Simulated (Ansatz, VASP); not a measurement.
## Two plane-wave programs on HgTe

```xyz
2
Lattice="0.0000 3.2235 3.2235 3.2235 0.0000 3.2235 3.2235 3.2235 0.0000" Properties=species:S:1:pos:R:3 pbc="T T T"
Hg    0.0000    0.0000    0.0000
Te    4.8353    4.8353    4.8353
```

Alike in both runs: task electric field gradients; functional LDA; k mesh 11 × 11 × 11; occupations fermi-dirac, width 0.03 eV; no spin polarisation.

|  | VASP | Ansatz |
| --- | --- | --- |
| version | VASP 6.6.1 | Ansatz 0.2.0 |
| potentials or method | VASP PAW LDA potentials, release 64 (Hg, Te) | PAW with Ansatz's default frozen-core files, scalar-relativistic |
| plane-wave cutoff (eV) | 520 | 420 |
| valence electrons in the cell | 18 | 36 |

```tsv
	VASP	Ansatz	Ansatz less VASP
pressure (GPa)	0.0	-0.3	-0.27
```

LDA's correlation is that of Perdew and Zunger in VASP and of Perdew and Wang (1992) in Ansatz. VASP's potentials hold 18 valence electrons a cell and Ansatz's 36, so a difference there can come from the potentials and not from the codes.

Spin-orbit coupling is off throughout.
